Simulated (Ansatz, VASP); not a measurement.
**Two plane-wave programs on GeSb2Te4**

```
Ge Sb Te
1.0
     7.42940    0.00000    0.00000
     0.00000    7.42940    0.00000
     0.00000    0.00000    3.94016
Ge Sb Te
1 2 4
Direct
  0.00000 0.00000 0.00000
  0.00000 0.50000 0.50000
  0.50000 0.00000 0.50000
  0.73180 0.73180 0.00000
  0.26820 0.26820 0.00000
  0.73180 0.26820 0.00000
  0.26820 0.73180 0.00000
```

Change from the starting cell: species swapped into the K2PtBr4 type (P4/mmm, No. 123).

Alike in both runs: functional PBE; k mesh 2 × 2 × 4; occupations gaussian, width 0.2 eV; no spin polarisation.

Ansatz relaxed the structure, and its values are those at the end. VASP's run is a single point on that final structure, the one shown.

|  | VASP | Ansatz |
| --- | --- | --- |
| version | VASP 6.6.1 | Ansatz 0.2.0 |
| potentials or method | VASP PAW PBE potentials, release 64 (Ge_d, Sb, Te), cutoff 520 eV | scalar-relativistic, plane waves, PAW |
| valence electrons in the cell | 48 | 108 |

Ansatz gave:

- gap on the k mesh at the Fermi level (eV): none
- pressure (GPa): 0.0
- rms of the force components (eV/Å): 0.021

Q: What did VASP give for the same quantities?

A: gap on the k mesh at the Fermi level (eV): none; pressure (GPa): -0.1; rms of the force components (eV/Å): 0.024.

A gap of «none» marks a metal or a gap that the smearing closes. The functional is the same, so the differences come from potentials, cutoffs and numerics. VASP's potentials hold 48 valence electrons a cell and Ansatz's 108, so a difference there can come from the potentials and not from the codes.

The k mesh is coarse, so the values compare programs but aren't converged. Neither program's run includes spin-orbit coupling.
